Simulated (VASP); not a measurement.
V, 1 atom in the cell. Symmetry: Pm-3m, No. 221, cubic system. Conventional cell: a = 2.367 Å, b = 2.367 Å, c = 2.367 Å, α = 90.00°, β = 90.00°, γ = 90.00°. V (site symmetry m-3m) has 6 V at 2.37 Å within 3.1 Å.  This cell differs from its parent crystal: volume scaled by 0.88.

```yaml
Program: VASP 6.6.1
Task: single point
Functional: RPBE
Potentials_or_basis: VASP PAW PBE potentials, release 64 (V_sv)
Cutoff: 520 eV
k_mesh: 14 × 14 × 14
Occupations: fermi-dirac, width 0.1 eV
Spin: no spin polarisation
Dipole_correction: no
Further_INCAR_settings: ALGO = Normal; EDIFF = 1e-06; NBANDS = 12
```

Potentials or basis: VASP PAW PBE potentials, release 64 (V_sv).

Run with:

```sh
$ cat potpaw_PBE.64/V_sv/POTCAR > POTCAR
$ mpirun -np 1 vasp_std > vasp.out
```

Hardware: 1 thread of Intel Xeon 8259CL (shared host).

Question: Estimate the wall time of this run.

Answer: Wall time 12 s on 1 thread of Intel Xeon 8259CL (shared host), peak memory 0.13 GiB. Counts: scf iterations 11, k points 120.
